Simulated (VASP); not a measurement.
Wanted: the native input for a VASP 6.6.1 run.

```
Task                   : single point
Functional             : RPBE
Potentials or basis    : VASP PAW PBE potentials, release 64 (Cd, S)
Cutoff                 : 520 eV
k mesh                 : 8 × 8 × 8
Occupations            : fermi-dirac, width 0.05 eV
Spin                   : no spin polarisation
Dipole correction      : no
Further INCAR settings : ALGO = Normal; EDIFF = 1e-06; NBANDS = 16
```

The structure of CdS lies in POSCAR:

```
CdS
1.0
    0.0000000000      3.0043073863      3.0043073863
    3.0043073863      0.0000000000      3.0043073863
    3.0043073863      3.0043073863      0.0000000000
Cd S
1 1
Direct
    0.0000000000      0.0000000000      0.0000000000
    0.7500000000      0.7500000000      0.7500000000
```

One way to write it, as run:

INCAR

```
SYSTEM = CdS
PREC     = Accurate       ! precision mode
ENCUT    = 520            ! plane-wave cutoff, eV
EDIFF    = 1E-6           ! SCF threshold, eV
ISMEAR   = -1             ! smearing method
SIGMA    = 0.05           ! smearing width, eV
LREAL    = .FALSE.        ! projectors in reciprocal space
LASPH    = .TRUE.         ! aspherical terms in the spheres
NELM     = 100            ! most SCF steps
ALGO     = Normal         ! electronic algorithm
ISIF     = 2              ! what is computed and relaxed
LWAVE    = .FALSE.        ! write WAVECAR
LCHARG   = .TRUE.         ! write CHGCAR
GGA      = RP             ! functional
LELF     = .TRUE.         ! ELF
LVHAR    = .TRUE.       
NBANDS   = 16             ! bands
```

KPOINTS

```
Automatic mesh
0
G
  8 8 8
  0 0 0
```

Potentials or basis: VASP PAW PBE potentials, release 64 (Cd, S).

Launch:

```bash
$ cat potpaw_PBE.64/Cd/POTCAR potpaw_PBE.64/S/POTCAR > POTCAR
$ mpirun -np 1 vasp_std > vasp.out
```

Results of the run:

```
Pressure               : 0.2 GPa
Band gap on the k mesh : 1.13 eV
```

Caveat: the PAW data sets were made with another functional, which shifts forces and pressure a little.

Wall time 26 s on 1 thread of Intel(R) Xeon(R) Platinum 8259CL CPU @ 2.50GHz (Skylake/Cascade Lake) (shared host), peak memory 0.18 GiB.
